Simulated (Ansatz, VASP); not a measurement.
**PtSe2 in VASP and in Ansatz**

File INCAR:

```
SYSTEM = PtSe2
PREC     = Accurate       ! precision mode
ENCUT    = 500            ! plane-wave cutoff, eV
EDIFF    = 1E-7           ! SCF threshold, eV
ISMEAR   = 0              ! smearing method
SIGMA    = 0.02           ! smearing width, eV
LREAL    = .False.        ! projectors in reciprocal space
LASPH    = .True.         ! aspherical terms in the spheres
NELM     = 120            ! most SCF steps
ALGO     = Normal         ! electronic algorithm
ISIF     = 3              ! what is computed and relaxed
LWAVE    = .False.        ! write WAVECAR
LCHARG   = .False.        ! write CHGCAR
GGA      = PE             ! functional
IBRION   = 2              ! ionic algorithm
NSW      = 100            ! ionic steps
EDIFFG   = -0.01          ! ionic threshold
GGA_COMPAT= .False.      
NELMIN   = 4
```

KPOINTS

```
Automatic mesh
0
Gamma
  12 12 6
  0 0 0
```

File POSCAR:

```
PtSe2
1.0
    3.7173065480      0.0000000000      0.0000000000
   -1.8586532740      3.2192819042      0.0000000000
    0.0000000000      0.0000000000      5.8200740200
Pt Se
1 2
Direct
    0.0000000000      0.0000000000      0.0000000000
    0.6666666700      0.3333333300      0.7746118400
    0.3333333300      0.6666666700      0.2253881600
```

Input for Ansatz:

```yaml
crystal:
  lattice:
    - [3.717306548, 0.0, 0.0]
    - [-1.858653274, 3.2192819042, 0.0]
    - [0.0, 0.0, 5.82007402]
  atoms:
    - { symbol: Pt, position: [0.0, 0.0, 0.0] }
    - { symbol: Se, position: [0.66666667, 0.33333333, 0.77461184] }
    - { symbol: Se, position: [0.33333333, 0.66666667, 0.22538816] }
basis:
  ecutwfc: 420
kpoints:
  mp_grid: { grid: [12, 12, 6] }
hamiltonian:
  xc: pbe
scf:
  occupations: { method: gaussian, width: 0.05 }
output:
  forces: true
  eigenvalues: true
  stress: true
relax:
  adjacent_minimum: "off"
  f_tol: 0.01
  max_steps: 80
  cell: { stress_tol: 0.05 }
```

Alike in both runs: task relaxation of cell and atoms; functional PBE; k mesh 12 × 12 × 6; no spin polarisation.

|  | VASP | Ansatz |
| --- | --- | --- |
| version | VASP 6.6.1 | Ansatz 0.2.0 |
| potentials or method | VASP PAW PBE potentials, release 64 (Pt, Se), cutoff 500 eV | scalar-relativistic, plane waves, PAW |
| occupations | gaussian, width 0.02 eV | gaussian, width 0.05 eV |
| valence electrons in the cell | 22 | 50 |

|  | VASP | Ansatz | Ansatz less VASP |
| --- | --- | --- | --- |
| gap on the k mesh at the Fermi level, each at its own relaxed structure (eV) | 0.82 | 0.72 | -0.093 |
| relaxed volume (Å³/atom) | 26.21 | 25.64 | -0.570 |
| relaxed length of the cell vector where the two differ most in proportion (Å) | 6.456 | 6.305 | -0.1510 |

VASP's potentials hold 22 valence electrons a cell and Ansatz's 50, so a difference there can come from the potentials and not from the codes.

Neither program's run includes spin-orbit coupling.
